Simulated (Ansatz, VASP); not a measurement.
Ba in VASP and in Ansatz

```
Ba
1.0
     4.24184    0.00000    0.00000
    -2.12092    3.67354    0.00000
     0.00000    0.00000   13.81127
Ba
4
Direct
  0.00000 0.00000 0.00000
  0.00000 0.00000 0.50000
  0.33333 0.66667 0.25000
  0.66667 0.33333 0.75000
```

Alike in both runs: functional LDA; k mesh 8 × 8 × 3; occupations fermi-dirac, width 0.1 eV; no spin polarisation.

Ansatz relaxed the structure, and its values are those at the end. VASP's run is a single point on that final structure, the one shown.

|  | VASP | Ansatz |
| --- | --- | --- |
| version | VASP 6.6.1 | Ansatz 0.2.0 |
| potentials or method | VASP PAW LDA potentials, release 64 (Ba_sv), cutoff 520 eV | plane waves (420 eV) with PAW, scalar-relativistic |
| valence electrons in the cell | 40 | 40 |

Ansatz gave:

| Item | Value |
| --- | --- |
| pressure (GPa) | 0.0 |

Question: Which values does VASP return?

Answer: Pressure (GPa): 0.1.

Ansatz warns that its potentials were made for another functional, while VASP's fit it. LDA's correlation is that of Perdew and Zunger in VASP and of Perdew and Wang (1992) in Ansatz.

Neither program's run includes spin-orbit coupling.
